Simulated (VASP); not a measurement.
A run of VASP 6.6.1 is set up as follows.

The input POSCAR:

```
AlN
1.0
    0.0000000000      2.1984575146      2.1984575146
    2.1984575146      0.0000000000      2.1984575146
    2.1984575146      2.1984575146      0.0000000000
Al N
1 1
Direct
    0.0000000000      0.0000000000      0.0000000000
    0.2500000000      0.2500000000      0.2500000000
```

INCAR.step1

```
SYSTEM = AlN
  ALGO = Normal
  EDIFF = 1E-5
  ENCUT = 520
  GGA = PE
  ISIF = 2
  ISMEAR = -1
  LASPH = .True.
  LCHARG = .False.
  LREAL = .False.
  LWAVE = .True.
  NBANDS = 11
  NELM = 60
  PREC = Accurate
  SIGMA = 0.05
```

INCAR.step2

```
SYSTEM = AlN
  AEXX = 1.0
  AGGAC = 0.0
  ALDAC = 0.0
  ALGO = Normal
  EDIFF = 1E-6
  ENCUT = 520
  GGA = PE
  ISIF = 2
  ISMEAR = -1
  ISTART = 1
  LASPH = .True.
  LCHARG = .False.
  LHFCALC = .True.
  LREAL = .False.
  LWAVE = .False.
  NBANDS = 11
  NELM = 60
  PREC = Accurate
  PRECFOCK = Normal
  SIGMA = 0.05
```

Contents of KPOINTS:

```
k-points
0
Gamma
  5 5 5
  0 0 0
```

Potentials or basis: VASP PAW PBE potentials, release 64 (Al, N).

Command:

```bash
$ cat potpaw_PBE.64/Al/POTCAR potpaw_PBE.64/N/POTCAR > POTCAR
$ cp INCAR.step1 INCAR
$ mpirun -np 1 vasp_std > vasp.out
$ cp INCAR.step2 INCAR
$ mpirun -np 1 vasp_std > vasp.out
```

Q: Predict the pressure.

A: -5.8 GPa.

Q: Estimate the band gap on the k mesh.

A: 12.14 eV, direct.

Caveat: the k points lie up to 0.50 Å⁻¹ apart; the PAW data sets were made with another functional, which shifts forces and pressure a little.
